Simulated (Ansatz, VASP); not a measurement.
## Cl in VASP and in Ansatz

File INCAR:

```
PREC = Accurate ; ENCUT = 520
EDIFF = 1E-6 ; ISMEAR = -1
SIGMA = 0.1 ; LREAL = False
LASPH = True ; NELM = 100
ALGO = Normal ; ISIF = 2
LWAVE = False ; LCHARG = True
GGA = PE ; LELF = True
LVHAR = True ; NBANDS = 10
```

KPOINTS

```
Automatic mesh
0
Gamma
  15 15 15
```

Contents of POSCAR:

```
Cl
1.0
    2.8182929713      0.0000000000      0.0000000000
    0.0000000000      2.8182929713      0.0000000000
    0.0000000000      0.0000000000      2.8182929713
Cl
1
Direct
    0.0000000000      0.0000000000      0.0000000000
```

Input for Ansatz:

```yaml
crystal:
  lattice:
    - [2.8182929713, 0.0, 0.0]
    - [0.0, 2.8182929713, 0.0]
    - [0.0, 0.0, 2.8182929713]
  atoms:
    - { symbol: Cl, position: [0.0, 0.0, 0.0] }
kpoints:
  mp_grid: { grid: [15, 15, 15] }
scf:
  occupations: { method: fermi_dirac, width: 0.1 }
hamiltonian:
  xc: pbe
  pseudopotentials: { kind: all_electron, lapw: { basis_error: 0.001 } }
output:
  forces: true
  stress: true
  eigenvalues: true
  populations: true
```

Change from the starting cell: volume scaled by 0.95, LAPW.

Alike in both runs: task single point; functional PBE; k mesh 15 × 15 × 15; occupations fermi-dirac, width 0.1 eV; no spin polarisation.

|  | VASP | Ansatz |
| --- | --- | --- |
| version | VASP 6.6.1 | Ansatz 0.2.0 |
| potentials or method | VASP PAW PBE potentials, release 64 (Cl), cutoff 520 eV | all-electron LAPW, scalar-relativistic |

|  | VASP | Ansatz | Ansatz less VASP |
| --- | --- | --- | --- |
| pressure (GPa) | 1.8 | 1.9 | +0.11 |

Ansatz ran all-electron here, and VASP with PAW potentials.
